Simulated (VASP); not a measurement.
Runs of VASP 6.6.1 on TiO2. The structure is that of space group P4_2/mnm (No. 136), or close to it. The cells are those of the table. 

```tsv
task	cell	gap on the mesh (eV)	pressure (GPa)	largest force (eV/Å)
single point	a = 4.502, b = 4.502, c = 2.959 Å, 6 atoms	1.97	16.2	0.43
single point	a = 4.594, b = 4.594, c = 3.018 Å, 6 atoms	1.82	(c)	0.15
electric field gradients	a = 4.594, b = 4.594, c = 2.959 Å, angles 90.6°, 6 atoms	1.91	6.2	0.28
single point	a = 4.594, b = 4.594, c = 2.870 Å, 6 atoms	(a)	16.0	0.53
single point	a = 4.624, b = 4.624, c = 2.979 Å, 6 atoms	(b)	1.3	0.16
```

Alike in all rows: level PBE; potentials or basis VASP PAW PBE potentials, release 64 (Ti_sv, O); no spin polarisation; k mesh 7 × 7 × 10; cutoff (eV) 520; smearing fermi-dirac 0.05 eV.

Task: Fill in the values left out.

Result: (a) 2.05; (b) 1.86; (c) 0.5.

Caveats: an odd mesh through Γ misses points on the zone boundary, where band edges can lie; the cell stands under pressure (at least some runs).
